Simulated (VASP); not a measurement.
Pt, 1 atom in the cell. The structure is cubic, space group Fm-3m (No. 225). Conventional cell: a = 3.983 Å, b = 3.983 Å, c = 3.983 Å, α = 90.00°, β = 90.00°, γ = 90.00°. Within 3.7 Å of Pt (site symmetry m-3m) lie 12 Pt at 2.82 Å. 

| Quantity | Value |
| --- | --- |
| Program | VASP 6.6.1 |
| Task | single point |
| Functional | HSE06 |
| Potentials or basis | VASP PAW PBE potentials, release 64 (Pt) |
| Cutoff | 520 eV |
| k mesh | 6 × 6 × 6 |
| Occupations | fermi-dirac, width 0.1 eV |
| Spin | no spin polarisation |
| Dipole correction | no |
| Grid for exact exchange (PRECFOCK) | Normal |
| Further INCAR settings | ALGO = Normal; EDIFF = 1e-06; NBANDS = 11 |
| Share of exact exchange | 0.25 |
| Screening parameter | 0.2079 1/Å |

Potentials or basis: VASP PAW PBE potentials, release 64 (Pt).

The run is started by

```console
$ cat potpaw_PBE.64/Pt/POTCAR > POTCAR
$ cp INCAR.step1 INCAR
$ mpirun -np 1 vasp_std > vasp.out
$ cp INCAR.step2 INCAR
$ mpirun -np 1 vasp_std > vasp.out
```

Hardware: 1 thread of AMD EPYC 7R43 64-Core Processor (Zen 3) (shared host).

Task: How long does it take, and how much memory?

Result: Run time: 11 min on 1 thread of AMD EPYC 7R43 64-Core Processor (Zen 3) (shared host), peak memory 0.21 GiB. Counts: k points 16.
